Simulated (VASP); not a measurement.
# C (Fd-3m) in VASP: single point with PBE

Aim: the single point of C with PBE.

All numbers are computed with VASP 6.6.1; they aren't measurements. Logs are shortened: lines on timing, memory, paths and dates and some standing lists are left out, and cuts for length are marked.

**1. The cell of the first run**

The structure is cubic, space group Fd-3m (No. 227). The conventional cell has a = 3.567 Å, b = 3.567 Å, c = 3.567 Å, α = 90.00°, β = 90.00°, γ = 90.00°. Within 2.1 Å of C (site symmetry -43m) lie 4 C at 1.54 Å.

**2. Single point, PBE**

The input, INCAR:

```
SYSTEM = C
  PREC = Accurate
  ENCUT = 520
  EDIFF = 1E-6
  ISMEAR = 0
  SIGMA = 0.01
  LREAL = .False.
  LASPH = .True.
  NELM = 60
  ALGO = Normal
  ISIF = 2
  LWAVE = .False.
  LCHARG = .True.
  GGA = PE
  LELF = .True.
  LVHAR = .True.
  NBANDS = 11
```

The input, KPOINTS:

```
regular mesh
0
Gamma
  3 3 3
  0 0 0
```

The input, POSCAR:

```
C
1.0
    0.0000000000      1.7833700000      1.7833700000
    1.7833700000      0.0000000000      1.7833700000
    1.7833700000      1.7833700000      0.0000000000
C
2
Direct
    0.0000000000      0.0000000000      0.0000000000
    0.2500000000      0.2500000000      0.2500000000
```

Potentials or basis: VASP PAW PBE potentials, release 64 (C).

On the command line:

```sh
$ cat potpaw_PBE.64/C/POTCAR > POTCAR
$ mpirun -np 1 vasp_std > vasp.out
```

OUTCAR:

```text
SYSTEM = C
   PREC = Accurate
   ENCUT = 520
   EDIFF = 1E-6
   ISMEAR = 0
   LREAL = .False.
   LASPH = .True.
   NELM = 60
   ISIF = 2
   GGA = PE

 ion  position               nearest neighbor table
   1  0.000  0.000  0.000-   2 1.54   2 1.54   2 1.54   2 1.54
   2  0.250  0.250  0.250-   1 1.54   1 1.54   1 1.54   1 1.54

  LATTYP: Found a face centered cubic cell.
 ALAT       =     3.5667400000

  Lattice vectors:

 A1 = (   0.0000000000,   1.7833700000,   1.7833700000)
 A2 = (   1.7833700000,   0.0000000000,   1.7833700000)
 A3 = (   1.7833700000,   1.7833700000,   0.0000000000)

Analysis of symmetry for initial positions (statically):
=====================================================================
 Subroutine PRICEL returns:
 Original cell was already a primitive cell.

 Routine SETGRP: Setting up the symmetry group for a
 face centered cubic supercell.

 Subroutine GETGRP returns: Found 48 space group operations
 (whereof 24 operations were pure point group operations)
 out of a pool of 48 trial point group operations.

The static configuration has the point symmetry T_d .
 The point group associated with its full space group is O_h .

Analysis of symmetry for dynamics (positions and initial velocities):
=====================================================================
 Subroutine PRICEL returns:
 Original cell was already a primitive cell.

 Routine SETGRP: Setting up the symmetry group for a
 face centered cubic supercell.

 Subroutine GETGRP returns: Found 48 space group operations
 (whereof 24 operations were pure point group operations)
 out of a pool of 48 trial point group operations.

The dynamic configuration has the point symmetry T_d .
 The point group associated with its full space group is O_h .

 Subroutine INISYM returns: Found 48 space group operations
 (whereof 24 operations are pure point group operations),
 and found     1 'primitive' translations

----------------------------------------------------------------------------------------

                                     Primitive cell

  volume of cell :      11.3437

  direct lattice vectors                    reciprocal lattice vectors
     0.000000000  1.783370000  1.783370000    -0.280368067  0.280368067  0.280368067
     1.783370000  0.000000000  1.783370000     0.280368067 -0.280368067  0.280368067
     1.783370000  1.783370000  0.000000000     0.280368067  0.280368067 -0.280368067

  length of vectors
     2.522066041  2.522066041  2.522066041     0.485611737  0.485611737  0.485611737

  position of ions in fractional coordinates (direct lattice)
     0.000000000  0.000000000  0.000000000
     0.250000000  0.250000000  0.250000000

  ion indices of the primitive-cell ions
   primitive index   ion index
                 1           1
                 2           2

----------------------------------------------------------------------------------------

 KPOINTS: regular mesh

Automatic generation of k-mesh.
 Grid dimensions read from file:
 generate k-points for:    3    3    3

 Generating k-lattice:

  Cartesian coordinates                     Fractional coordinates (reciprocal lattice)
    -0.093456022  0.093456022  0.093456022     0.333333333  0.000000000  0.000000000
     0.093456022 -0.093456022  0.093456022     0.000000000  0.333333333  0.000000000
     0.093456022  0.093456022 -0.093456022     0.000000000  0.000000000  0.333333333

  Length of vectors
     0.161870579  0.161870579  0.161870579

  Shift w.r.t. Gamma in fractional coordinates (k-lattice)
     0.000000000  0.000000000  0.000000000

 Subroutine IBZKPT returns following result:
 ===========================================

 Found      4 irreducible k-points:

 Following reciprocal coordinates:
            Coordinates               Weight
  0.000000  0.000000  0.000000      1.000000
  0.333333  0.000000  0.000000      8.000000
  0.333333  0.333333  0.000000      6.000000
 -0.333333  0.333333  0.000000     12.000000
   k-points           NKPTS =      4   k-points in BZ     NKDIM =      4   number of bands    NBANDS=     11
   number of dos      NEDOS =    301   number of ions     NIONS =      2
   total plane-waves  NPLWV =   8000
   dimension x,y,z NGX =    20 NGY =   20 NGZ =   20
   dimension x,y,z NGXF=    40 NGYF=   40 NGZF=   40
   ions per type =               2
   NGX,Y,Z   is equivalent  to a cutoff of  13.18, 13.18, 13.18 a.u.
   NGXF,Y,Z  is equivalent  to a cutoff of  26.37, 26.37, 26.37 a.u.
 SYSTEM =  C
   PREC   = accura    normal or accurate (medium, high low for compatibility)
   ISTART =      0    job   : 0-new  1-cont  2-samecut
   ICHARG =      2    charge: 1-file 2-atom 10-const
   ISPIN  =      1    spin polarized calculation?
   LNONCOLLINEAR =      F non collinear calculations
   LSORBIT =      F    spin-orbit coupling
   LASPH  =      T    aspherical Exc in radial PAW
   ENCUT  =  520.0 eV  38.22 Ry    6.18 a.u.   4.69  4.69  4.69*2*pi/ulx,y,z
   NELM   =     60;   NELMIN=  2; NELMDL= -5     # of ELM steps
   EDIFF  = 0.1E-05   stopping-criterion for ELM
   LREAL  =      F    real-space projection
   EDIFFG = 0.1E-04   stopping-criterion for IOM
   NSW    =      0    number of steps for IOM
   IBRION =     -1    ionic relax: 0-MD 1-quasi-New 2-CG
   NFREE  =      0    steps in history (QN), initial steepest desc. (CG)
   ISIF   =      2    stress and relaxation
   ISYM   =      2    0-nonsym 1-usesym 2-fastsym
   POTIM  = 0.5000    time-step for ionic-motion
   TEBEG  =    0.0;   TEEND  =   0.0 temperature during run
   PSTRESS=    0.0 pullay stress
   NELECT =       8.0000    total number of electrons
   NUPDOWN=      -1.0000    fix difference up-down
   EMIN   =  10.00;   EMAX   =-10.00  energy-range for DOS
   EFERMI =   0.00;   METHOD = LEGACY
   ISMEAR =     0;   SIGMA  =   0.01  broadening in eV -4-tet -1-fermi 0-gaus
   EFERMI_NEDOS =   21; number of points for ismear=-14 and -15
   IALGO  =     38    algorithm
   IMIX   =      4    mixing-type and parameters
     AMIX     =   0.40;   BMIX     =  1.00
     AMIX_MAG =   1.60;   BMIX_MAG =  1.00
  volume/ion in A,a.u.               =       5.67        38.28
  Fermi-wavevector in a.u.,A,eV,Ry     =   1.457203  2.753714 28.891161  2.123440
  Thomas-Fermi vector in A             =   2.574032
   LORBIT       =      0    0 simple, 1 ext, 2 COOP (PROOUT), +10 PAW based schemes
   GGA     = PE    functional components
   LHFCALC =     F    Hartree Fock is set to
   AEXX    =    0.0000 exact exchange contribution
   IVDW    =     0    specifies the selected vdW correction
   LEPSILON=     F    determine dielectric tensor
   LRPA    =     F    only Hartree local field effects (RPA)
 non-spin polarized calculation
 Gauss-broadening in eV      SIGMA  =   0.01
  energy-cutoff  :      520.00
  volume of cell :       11.34
 maximum number of plane-waves:       310
 NGX is ok and might be reduce to    20
   NGX =  9   NGY =  9   NGZ =  9

 number of electron       7.9999999 magnetization

 Free energy of the ion-electron system (eV)
  ---------------------------------------------------
  ext. energy  EPLUGINS =         0.00000000
  ---------------------------------------------------
  free energy    TOTEN  =       -17.60451530 eV

  energy without entropy =      -17.60451530  energy(sigma->0) =      -17.60451530

 E-fermi :   9.9325     XC(G=0): -13.2076

 val. band max:        9.8367109096   @ k =   0.0000   0.0000   0.0000
 cond. band min:      13.9474013876   @ k =   0.3333   0.3333   0.0000
 fundamental gap:      4.1106904780
 Fermi energy:         9.9324766029

 k-point     1 :       0.0000    0.0000    0.0000
  band No.  band energies     occupation
      1     -11.6828      2.00000
      2       9.8367      2.00000
      3       9.8367      2.00000
      4       9.8367      2.00000
      5      15.3995      0.00000
      6      15.3995      0.00000
      7      15.3995      0.00000
      8      23.1689      0.00000
      9      29.0887      0.00000
     10      36.2931      0.00000
     11      36.2931      0.00000

 k-point     2 :       0.3333    0.0000    0.0000
  band No.  band energies     occupation
      1      -8.6620      2.00000
      2       0.4373      2.00000
      3       7.5087      2.00000
      4       7.5087      2.00000
      5      18.0874      0.00000
      6      18.0874      0.00000
      7      18.3895      0.00000
      8      25.0763      0.00000
      9      30.7569      0.00000
     10      32.9927      0.00000
     11      32.9927      0.00000

 k-point     3 :       0.3333    0.3333    0.0000
  band No.  band energies     occupation
      1      -7.6560      2.00000
      2       2.6428      2.00000
      3       4.5053      2.00000
      4       4.5053      2.00000
      5      13.9474      0.00000
      6      17.5225      0.00000
      7      23.8844      0.00000
      8      23.8844      0.00000
      9      31.1352      0.00000
     10      33.0270      0.00000
     11      41.4913      0.00000

 k-point     4 :      -0.3333    0.3333    0.0000
  band No.  band energies     occupation
      1      -4.2449      2.00000
      2      -1.1252      2.00000
      3       0.4233      2.00000
      4       5.1337      2.00000
      5      16.1404      0.00000
      6      22.7472      0.00000
      7      23.3630      0.00000
      8      24.8322      0.00000
      9      26.7463      0.00000
     10      33.4781      0.00000
     11      34.6606      0.00000

------------------------ aborting loop because EDIFF is reached ----------------------------------------

  FORCE on cell =-STRESS in cart. coord.  units (eV):
  Direction    XX          YY          ZZ          XY          YZ          ZX
  --------------------------------------------------------------------------------------
  -------------------------------------------------------------------------------------
  Total        0.5404289      0.5404289      0.5404289     -0.0000000      0.0000000      0.0000000
  in kB       76.3299134     76.3299134     76.3299134     -0.0000000      0.0000000      0.0000000
  external PRESSURE =      76.3299134 kB  Pullay stress =       0.0000000 kB

 VOLUME and BASIS-vectors are now :
 -----------------------------------------------------------------------------
  energy-cutoff  :      520.00
  volume of cell :       11.34
      direct lattice vectors                 reciprocal lattice vectors
     0.000000000  1.783370000  1.783370000    -0.280368067  0.280368067  0.280368067
     1.783370000  0.000000000  1.783370000     0.280368067 -0.280368067  0.280368067
     1.783370000  1.783370000  0.000000000     0.280368067  0.280368067 -0.280368067

 POSITION                                       TOTAL-FORCE (eV/Angst)
 -----------------------------------------------------------------------------------
      0.00000      0.00000      0.00000        -0.000000     -0.000000     -0.000000
      0.89168      0.89168      0.89168         0.000000      0.000000      0.000000
 -----------------------------------------------------------------------------------
    total drift:                                0.000000      0.000000      0.000000

  FREE ENERGIE OF THE ION-ELECTRON SYSTEM (eV)
  ---------------------------------------------------
  free  energy   TOTEN  =       -17.6045153037 eV

  energy  without entropy=      -17.6045153037  energy(sigma->0) =      -17.60451530
```

It took 1.1 s on 1 thread of Intel Xeon 6975P-C (Granite Rapids), shared host; peak memory 0.11 GiB.

What came out:

```yaml
Free_energy: -17.6045 eV
Pressure: 7.6 GPa
Band_gap_on_the_k_mesh: 4.11 eV, indirect (least direct gap 5.56 eV)
```

Levels at points of the mesh, in eV from the valence-band top:
```
           k point  band 1  band 2  band 3  band 4  band 5  band 6  band 7  band 8  band 9
(0.00, 0.00, 0.00)  -21.52    0.00    0.00    0.00    5.56    5.56    5.56   13.33   19.25
```

Caveat: the k points lie up to 1.02 Å⁻¹ apart.
